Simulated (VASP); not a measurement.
CoO:

```xyz
2
Lattice="0.0000 2.1315 2.1315 2.1315 0.0000 2.1315 2.1315 2.1315 0.0000" Properties=species:S:1:pos:R:3 pbc="T T T"
Co    0.0000    0.0000    0.0000
O     2.1315    2.1315    2.1315
```

```yaml
Program: VASP 6.6.1
Task: relaxation of cell and atoms
Functional: revPBE
Dispersion: D4
Potentials_or_basis: VASP PAW PBE potentials, release 64 (Co, O)
Cutoff: 600 eV
k_mesh: 11 × 11 × 11
Occupations: fermi-dirac, width 0.05 eV
Spin: collinear spin, ferromagnetic start
Starting_moments: "[2.0, 0.0] μB"
```

At the start: pressure -4.4 GPa; volume 9.68 Å³/atom.

Q: Where does the relaxation end?

A: Over 3 steps the energy falls by 3.9 meV/atom and the volume is 9.41 Å³/atom (-2.8 %); space group Fm-3m (No. 225, to 0.1 Å) before and after; moment 2.86 μB per cell.

The path:
```csv
step,energy change (eV),largest force (eV/Å),pressure (GPa),volume (Å³)
1,0.0000,0.0000,-4.45,19.37
2,-0.0065,0.0000,1.91,18.62
3,-0.0078,0.0000,0.06,18.83
```

Final structure:
```
Co O
1.0
     0.00000    2.11150    2.11150
     2.11150    0.00000    2.11150
     2.11150    2.11150    0.00000
Co O
1 1
Direct
  0.00000 0.00000 0.00000
  0.50000 0.50000 0.50000
```

Caveat: the PAW data sets were made with another functional, which shifts forces and pressure a little; a cell with one magnetic atom can't hold antiferromagnetic order, which such compounds often take.
